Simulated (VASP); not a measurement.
# CaO (Fm-3m) in VASP: further runs

The runs below take CaO through single point, relaxation of cell and atoms, with PBE, revPBE+D4, BLYP+D3(BJ).

All numbers are computed with VASP 6.6.1; they aren't measurements. Logs are shortened: lines on timing, memory, paths and dates and some standing lists are left out, and cuts for length are marked.

**1. The cell of the first run**

The structure is cubic, space group Fm-3m (No. 225). The conventional cell has a = 4.807 Å, b = 4.807 Å, c = 4.807 Å, α = 90.00°, β = 90.00°, γ = 90.00°. Within 3.2 Å of Ca (site symmetry m-3m) lie 6 O at 2.40 Å. O (site symmetry m-3m) has 6 Ca at 2.40 Å within 3.2 Å.

**2. Single point, PBE**

INCAR reads:

```
PREC = Accurate
ENCUT = 520
EDIFF = 1E-7
ISMEAR = 0
SIGMA = 0.020999999999999998
LREAL = F
LASPH = T
NELM = 100
ALGO = Normal
ISIF = 2
LWAVE = F
LCHARG = F
GGA = PE
NBANDS = 15
```

KPOINTS reads:

```
regular mesh
0
Gamma
  10 10 10
```

POSCAR reads:

```
CaO
1.0
    0.0000000000      2.4035556960      2.4035556960
    2.4035556960      0.0000000000      2.4035556960
    2.4035556960      2.4035556960      0.0000000000
Ca O
1 1
Direct
    0.0000000000      0.0000000000      0.0000000000
    0.5000000000      0.5000000000      0.5000000000
```

Potentials or basis: VASP PAW PBE potentials, release 64 (Ca_sv, O).

Launch:

```console
cat potpaw_PBE.64/Ca_sv/POTCAR potpaw_PBE.64/O/POTCAR > POTCAR
mpirun -np 1 vasp_std > vasp.out
```

OUTCAR:

```text
PREC = Accurate
   ENCUT = 520
   EDIFF = 1E-7
   ISMEAR = 0
   LREAL = F
   LASPH = T
   NELM = 100
   ISIF = 2
   GGA = PE

 ion  position               nearest neighbor table
   1  0.000  0.000  0.000-   2 2.40   2 2.40   2 2.40   2 2.40   2 2.40   2 2.40
   2  0.500  0.500  0.500-   1 2.40   1 2.40   1 2.40   1 2.40   1 2.40   1 2.40

  LATTYP: Found a face centered cubic cell.
 ALAT       =     4.8071113920

  Lattice vectors:

 A1 = (   0.0000000000,   2.4035556960,   2.4035556960)
 A2 = (   2.4035556960,   0.0000000000,   2.4035556960)
 A3 = (   2.4035556960,   2.4035556960,   0.0000000000)

Analysis of symmetry for initial positions (statically):
=====================================================================
 Subroutine PRICEL returns:
 Original cell was already a primitive cell.

 Routine SETGRP: Setting up the symmetry group for a
 face centered cubic supercell.

 Subroutine GETGRP returns: Found 48 space group operations
 (whereof 48 operations were pure point group operations)
 out of a pool of 48 trial point group operations.

The static configuration has the point symmetry O_h .

Analysis of symmetry for dynamics (positions and initial velocities):
=====================================================================
 Subroutine PRICEL returns:
 Original cell was already a primitive cell.

 Routine SETGRP: Setting up the symmetry group for a
 face centered cubic supercell.

 Subroutine GETGRP returns: Found 48 space group operations
 (whereof 48 operations were pure point group operations)
 out of a pool of 48 trial point group operations.

The dynamic configuration has the point symmetry O_h .

 Subroutine INISYM returns: Found 48 space group operations
 (whereof 48 operations are pure point group operations),
 and found     1 'primitive' translations

----------------------------------------------------------------------------------------

                                     Primitive cell

  volume of cell :      27.7711

  direct lattice vectors                    reciprocal lattice vectors
     0.000000000  2.403555696  2.403555696    -0.208025136  0.208025136  0.208025136
     2.403555696  0.000000000  2.403555696     0.208025136 -0.208025136  0.208025136
     2.403555696  2.403555696  0.000000000     0.208025136  0.208025136 -0.208025136

  length of vectors
     3.399141063  3.399141063  3.399141063     0.360310104  0.360310104  0.360310104

  position of ions in fractional coordinates (direct lattice)
     0.000000000  0.000000000  0.000000000
     0.500000000  0.500000000  0.500000000

  ion indices of the primitive-cell ions
   primitive index   ion index
                 1           1
                 2           2

----------------------------------------------------------------------------------------

 KPOINTS: regular mesh

Automatic generation of k-mesh.
 Grid dimensions read from file:
 generate k-points for:   10   10   10

 Generating k-lattice:

  Cartesian coordinates                     Fractional coordinates (reciprocal lattice)
    -0.020802514  0.020802514  0.020802514     0.100000000  0.000000000  0.000000000
     0.020802514 -0.020802514  0.020802514     0.000000000  0.100000000  0.000000000
     0.020802514  0.020802514 -0.020802514     0.000000000  0.000000000  0.100000000

  Length of vectors
     0.036031010  0.036031010  0.036031010

  Shift w.r.t. Gamma in fractional coordinates (k-lattice)
     0.000000000  0.000000000  0.000000000

 Subroutine IBZKPT returns following result:
 ===========================================

 Found     47 irreducible k-points:

 Following reciprocal coordinates:
            Coordinates               Weight
  0.000000  0.000000  0.000000      1.000000
  0.100000  0.000000  0.000000      8.000000
  0.200000  0.000000  0.000000      8.000000
  0.300000  0.000000  0.000000      8.000000
  0.400000  0.000000  0.000000      8.000000
  0.500000  0.000000  0.000000      4.000000
[... 16 lines left out ...]
  0.300000  0.300000  0.000000      6.000000
  0.400000  0.300000  0.000000     24.000000
 [... further k-points ...]
   k-points           NKPTS =     47   k-points in BZ     NKDIM =     47   number of bands    NBANDS=     15
   number of dos      NEDOS =    301   number of ions     NIONS =      2
   total plane-waves  NPLWV =  21952
   dimension x,y,z NGX =    28 NGY =   28 NGZ =   28
   dimension x,y,z NGXF=    56 NGYF=   56 NGZF=   56
   ions per type =               1   1
   NGX,Y,Z   is equivalent  to a cutoff of  13.69, 13.69, 13.69 a.u.
   NGXF,Y,Z  is equivalent  to a cutoff of  27.39, 27.39, 27.39 a.u.
 SYSTEM =  unknown system
   PREC   = accura    normal or accurate (medium, high low for compatibility)
   ISTART =      0    job   : 0-new  1-cont  2-samecut
   ICHARG =      2    charge: 1-file 2-atom 10-const
   ISPIN  =      1    spin polarized calculation?
   LNONCOLLINEAR =      F non collinear calculations
   LSORBIT =      F    spin-orbit coupling
   LASPH  =      T    aspherical Exc in radial PAW
   ENCUT  =  520.0 eV  38.22 Ry    6.18 a.u.   6.32  6.32  6.32*2*pi/ulx,y,z
   NELM   =    100;   NELMIN=  2; NELMDL= -5     # of ELM steps
   EDIFF  = 0.1E-06   stopping-criterion for ELM
   LREAL  =      F    real-space projection
   EDIFFG = 0.1E-05   stopping-criterion for IOM
   NSW    =      0    number of steps for IOM
   IBRION =     -1    ionic relax: 0-MD 1-quasi-New 2-CG
   NFREE  =      0    steps in history (QN), initial steepest desc. (CG)
   ISIF   =      2    stress and relaxation
   ISYM   =      2    0-nonsym 1-usesym 2-fastsym
   POTIM  = 0.5000    time-step for ionic-motion
   TEBEG  =    0.0;   TEEND  =   0.0 temperature during run
   PSTRESS=    0.0 pullay stress
   NELECT =      16.0000    total number of electrons
   NUPDOWN=      -1.0000    fix difference up-down
   EMIN   =  10.00;   EMAX   =-10.00  energy-range for DOS
   EFERMI =   0.00;   METHOD = LEGACY
   ISMEAR =     0;   SIGMA  =   0.02  broadening in eV -4-tet -1-fermi 0-gaus
   EFERMI_NEDOS =   21; number of points for ismear=-14 and -15
   IALGO  =     38    algorithm
   IMIX   =      4    mixing-type and parameters
     AMIX     =   0.40;   BMIX     =  1.00
     AMIX_MAG =   1.60;   BMIX_MAG =  1.00
  volume/ion in A,a.u.               =      13.89        93.70
  Fermi-wavevector in a.u.,A,eV,Ry     =   1.362231  2.574243 25.247954  1.855672
  Thomas-Fermi vector in A             =   2.488738
   LORBIT       =      0    0 simple, 1 ext, 2 COOP (PROOUT), +10 PAW based schemes
   GGA     = PE    functional components
   LHFCALC =     F    Hartree Fock is set to
   AEXX    =    0.0000 exact exchange contribution
   IVDW    =     0    specifies the selected vdW correction
   LEPSILON=     F    determine dielectric tensor
   LRPA    =     F    only Hartree local field effects (RPA)
 non-spin polarized calculation
 Gauss-broadening in eV      SIGMA  =   0.02
  energy-cutoff  :      520.00
  volume of cell :       27.77
 maximum number of plane-waves:       763
 NGX is ok and might be reduce to    28
   NGX = 13   NGY = 13   NGZ = 13

 number of electron      15.9999997 magnetization

 Free energy of the ion-electron system (eV)
  ---------------------------------------------------
  ext. energy  EPLUGINS =         0.00000000
  ---------------------------------------------------
  free energy    TOTEN  =       -12.80137717 eV

  energy without entropy =      -12.80137717  energy(sigma->0) =      -12.80137717

 E-fermi :   2.4403     XC(G=0): -10.4734

 val. band max:        2.3469328852   @ k =   0.0000   0.0000   0.0000
 cond. band min:       5.9829681160   @ k =   0.5000   0.5000   0.0000
 fundamental gap:      3.6360352307
 Fermi energy:         2.4403413838

 k-point     1 :       0.0000    0.0000    0.0000
  band No.  band energies     occupation
      1     -35.2911      2.00000
      2     -16.0553      2.00000
      3     -16.0553      2.00000
      4     -16.0553      2.00000
      5     -13.1844      2.00000
      6       2.3469      2.00000
      7       2.3469      2.00000
      8       2.3469      2.00000
      9       7.0567      0.00000
     10       8.5718      0.00000
     11       8.5718      0.00000
     12       8.5718      0.00000
     13      10.0747      0.00000
     14      10.0747      0.00000
     15      17.4165      0.00000

 k-point     2 :       0.1000    0.0000    0.0000
  band No.  band energies     occupation
      1     -35.2814      2.00000
      2     -16.1961      2.00000
      3     -16.0606      2.00000
      4     -16.0606      2.00000
      5     -13.0369      2.00000
      6       1.9863      2.00000
      7       2.2078      2.00000
      8       2.2078      2.00000
      9       7.5143      0.00000
     10       8.5387      0.00000
     11       8.7427      0.00000
     12       8.7427      0.00000
     13      10.3147      0.00000
     14      10.3147      0.00000
     15      17.8134      0.00000

 k-point     3 :       0.2000    0.0000    0.0000
  band No.  band energies     occupation
      1     -35.2559      2.00000
      2     -16.5153      2.00000
      3     -16.0741      2.00000
      4     -16.0741      2.00000
      5     -12.6990      2.00000
      6       1.2161      2.00000
      7       1.8742      2.00000
      8       1.8742      2.00000
      9       8.4467      0.00000
     10       8.6760      0.00000
     11       9.2147      0.00000
     12       9.2147      0.00000
     13      10.9369      0.00000
     14      10.9369      0.00000
     15      18.3852      0.00000

 k-point     4 :       0.3000    0.0000    0.0000
  band No.  band energies     occupation
      1     -35.2241      2.00000
      2     -16.8474      2.00000
      3     -16.0908      2.00000
      4     -16.0908      2.00000
      5     -12.3417      2.00000
      6       0.4456      2.00000
      7       1.5087      2.00000
      8       1.5087      2.00000
      9       8.7551      0.00000
     10       9.7544      0.00000
     11       9.8626      0.00000
     12       9.8626      0.00000
     13      11.7271      0.00000
     14      11.7271      0.00000
     15      17.8852      0.00000
[... 307 lines left out ...]
 k-point    22 :      -0.2000    0.2000    0.0000
  band No.  band energies     occupation
      1     -35.2135      2.00000
      2     -16.7886      2.00000
      3     -16.2314      2.00000
      4     -16.0808      2.00000
      5     -12.3654      2.00000
      6       0.4479      2.00000
      7       1.3580      2.00000
      8       1.7294      2.00000
      9       8.5045      0.00000
     10       9.5007      0.00000
     11       9.6759      0.00000
     12      10.4849      0.00000
     13      11.9743      0.00000
     14      12.2305      0.00000
     15      18.3188      0.00000

 k-point    23 :       0.3000    0.3000    0.0000
  band No.  band energies     occupation
      1     -35.2034      2.00000
      2     -16.6373      2.00000
      3     -16.2044      2.00000
      4     -16.2044      2.00000
      5     -12.6631      2.00000
      6       0.6086      2.00000
      7       2.0055      2.00000
      8       2.0055      2.00000
      9       6.6865      0.00000
     10       9.4128      0.00000
     11      10.8007      0.00000
     12      10.9155      0.00000
     13      10.9155      0.00000
     14      12.7548      0.00000
     15      19.5578      0.00000

 k-point    24 :       0.4000    0.3000    0.0000
  band No.  band energies     occupation
      1     -35.1835      2.00000
      2     -16.6988      2.00000
      3     -16.2543      2.00000
      4     -16.2272      2.00000
      5     -12.6657      2.00000
      6       0.6707      2.00000
      7       1.7934      2.00000
      8       1.8934      2.00000
      9       6.6523      0.00000
     10       9.9894      0.00000
     11      11.1212      0.00000
     12      11.2060      0.00000
     13      11.3436      0.00000
     14      13.1497      0.00000
     15      17.9186      0.00000

 [... further k-points ...]

------------------------ aborting loop because EDIFF is reached ----------------------------------------

  FORCE on cell =-STRESS in cart. coord.  units (eV):
  Direction    XX          YY          ZZ          XY          YZ          ZX
  --------------------------------------------------------------------------------------
  -------------------------------------------------------------------------------------
  Total        0.3816349      0.3816349      0.3816349     -0.0000000     -0.0000000     -0.0000000
  in kB       22.0174025     22.0174025     22.0174025     -0.0000000     -0.0000000     -0.0000000
  external PRESSURE =      22.0174025 kB  Pullay stress =       0.0000000 kB

 VOLUME and BASIS-vectors are now :
 -----------------------------------------------------------------------------
  energy-cutoff  :      520.00
  volume of cell :       27.77
      direct lattice vectors                 reciprocal lattice vectors
     0.000000000  2.403555696  2.403555696    -0.208025136  0.208025136  0.208025136
     2.403555696  0.000000000  2.403555696     0.208025136 -0.208025136  0.208025136
     2.403555696  2.403555696  0.000000000     0.208025136  0.208025136 -0.208025136

 POSITION                                       TOTAL-FORCE (eV/Angst)
 -----------------------------------------------------------------------------------
      0.00000      0.00000      0.00000        -0.000000      0.000000     -0.000000
      2.40356      2.40356      2.40356         0.000000     -0.000000      0.000000
 -----------------------------------------------------------------------------------
    total drift:                                0.000000      0.000000      0.000000

  FREE ENERGIE OF THE ION-ELECTRON SYSTEM (eV)
  ---------------------------------------------------
  free  energy   TOTEN  =       -12.8013771703 eV

  energy  without entropy=      -12.8013771703  energy(sigma->0) =      -12.80137717
```

Run time: 14 s. Hardware: 1 thread of Intel Xeon Platinum 8488C (Sapphire Rapids), shared host; peak memory 0.16 GiB.

What came out:

```
Free energy            : -12.8014 eV
Pressure               : 2.2 GPa
Band gap on the k mesh : 3.64 eV, indirect (least direct gap 4.01 eV)
```

Levels at points of the mesh, in eV from the valence-band top:
| k point | band 5 | band 6 | band 7 | band 8 | band 9 | band 10 | band 11 | band 12 |
| --- | --- | --- | --- | --- | --- | --- | --- | --- |
| (0.00, 0.00, 0.00) | -15.53 | 0.00 | 0.00 | 0.00 | 4.71 | 6.22 | 6.22 | 6.22 |
| (0.50, 0.00, 0.00) | -14.34 | -2.64 | -1.20 | -1.20 | 7.05 | 8.35 | 8.35 | 8.50 |
| (0.50, 0.50, 0.00) | -15.29 | -1.30 | -0.37 | -0.37 | 3.64 | 8.04 | 8.89 | 9.53 |

(Part 1 of 2 ends here.)
